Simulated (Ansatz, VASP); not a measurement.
## SiC in VASP and in Ansatz

POSCAR

```
SiC
1.0
    4.2000000000      0.0000000000      0.0000000000
    0.0000000000      4.2000000000      0.0000000000
    0.0000000000      0.0000000000      4.2000000000
Si C
1 1
Direct
    0.0000000000      0.0000000000      0.0000000000
    0.2439253981      0.1463552389      0.1097664291
```

INCAR.step1

```
PREC = Accurate
ENCUT = 660
ISMEAR = -1
SIGMA = 0.3
LREAL = False
LASPH = True
NELM = 120
NBANDS = 11
GGA = PE
ALGO = Normal
EDIFF = 1E-5
LWAVE = True
LCHARG = False
GGA_COMPAT = False
```

Contents of INCAR.step2:

```
PREC = Accurate
ENCUT = 660
EDIFF = 1E-6
ISMEAR = -1
SIGMA = 0.3
LREAL = False
LASPH = True
NELM = 120
ALGO = Normal
ISIF = 2
LWAVE = False
LCHARG = False
METAGGA = R2SCAN
LMIXTAU = True
NBANDS = 11
ISTART = 1
GGA_COMPAT = False
```

The input KPOINTS:

```
regular mesh
0
Gamma
  1 1 1
```

Input for Ansatz:

```yaml
crystal:
  lattice:
    - [4.2, 0, 0]
    - [0, 4.2, 0]
    - [0, 0, 4.2]
  atoms:
    - { symbol: Si, position: [0, 0, 0] }
    - { symbol: C, position: [0.2439253980952, 0.1463552388571, 0.1097664291429] }
kpoints:
  mp_grid: { grid: [1, 1, 1], shift: [0, 0, 0] }
hamiltonian:
  xc: r2scan
  pseudopotentials:
    kind: all_electron
    relativity: scalar
    datasets: crystal
    dataset_error: "0.05 meV"
magnetization:
  spin_polarized: false
output:
  forces: true
  stress: true
scf:
  lower_state_search: "off"
  max_iter: 150
  occupations: { method: fermi_dirac, width: "0.3 eV" }
  convergence: { dr2_threshold: "1e-9 eV" }
```

Alike in both runs: task single point; functional r2SCAN; k mesh 1 × 1 × 1; no spin polarisation.

|  | VASP | Ansatz |
| --- | --- | --- |
| version | VASP 6.6.1 | Ansatz 0.2 development build |
| potentials or method | VASP PAW PBE potentials, release 64 (Si, C), cutoff 660 eV | all-electron unfrozen PAW, scalar-relativistic |
| occupations | fermi-dirac, width 0.3 eV | fermi-dirac |

Ansatz gave:

| Item | Value |
| --- | --- |
| rms of the force components (eV/Å) | 21.255 |

**Question.** Which values does VASP return?

**Answer.** rms of the force components (eV/Å): 20.702.

VASP's potentials were made for PBE, not for r2SCAN. Atom by atom the forces differ by 0.553 eV/Å (rms over components). Ansatz ran all-electron here, and VASP with PAW potentials.

The k mesh is coarse, so the values compare programs but aren't converged.
